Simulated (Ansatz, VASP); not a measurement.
**Au in VASP and in Ansatz**

INCAR

```
SYSTEM = Au
  PREC = Accurate
  ENCUT = 600
  EDIFF = 1E-7
  ISMEAR = 0
  SIGMA = 0.1
  LREAL = .FALSE.
  LASPH = .TRUE.
  NELM = 80
  ALGO = Fast
  ISIF = 3
  LWAVE = .FALSE.
  LCHARG = .FALSE.
  GGA = PE
  IVDW = 12
  IBRION = 2
  NSW = 70
  EDIFFG = -0.005
```

The input KPOINTS:

```
Automatic mesh
0
G
  18 18 18
  0 0 0
```

POSCAR

```
Au
1.0
    0.0000000000      2.0790566510      2.0790566510
    2.0790566510      0.0000000000      2.0790566510
    2.0790566510      2.0790566510      0.0000000000
Au
1
Direct
    0.0000000000      0.0000000000      0.0000000000
```

Input for Ansatz:

```yaml
crystal:
  lattice:
    - [0.0, 2.079056651, 2.079056651]
    - [2.079056651, 0.0, 2.079056651]
    - [2.079056651, 2.079056651, 0.0]
  atoms:
    - { symbol: Au, position: [0.0, 0.0, 0.0] }
basis:
  ecutwfc: 420
kpoints:
  mp_grid: { grid: [18, 18, 18] }
hamiltonian:
  xc: pbe
  dispersion: d3bj
scf:
  occupations: { method: gaussian, width: 0.1 }
output:
  forces: true
  stress: true
  eigenvalues: true
relax:
  adjacent_minimum: "off"
  f_tol: 0.005
  max_steps: 50
  cell: { stress_tol: 0.05 }
```

Alike in both runs: task relaxation of cell and atoms; functional PBE; dispersion D3(BJ); k mesh 18 × 18 × 18; occupations gaussian, width 0.1 eV; no spin polarisation.

|  | VASP | Ansatz |
| --- | --- | --- |
| version | VASP 6.6.1 | Ansatz 0.2.0 |
| potentials or method | VASP PAW PBE potentials, release 64 (Au), cutoff 600 eV | scalar-relativistic, plane waves, PAW |
| valence electrons in the cell | 11 | 19 |

```tsv
	VASP	Ansatz	Ansatz less VASP
gap on the k mesh at the Fermi level, each at its own relaxed structure (eV)	none	none	-
relaxed volume (Å³/atom)	17.25	17.27	+0.023
relaxed cell length with the largest relative difference (Å)	2.900	2.901	+0.0013
```

A gap of «none» marks a metal or a gap that the smearing closes. VASP's potentials hold 11 valence electrons a cell and Ansatz's 19, so a difference there can come from the potentials and not from the codes.

Neither program's run includes spin-orbit coupling.
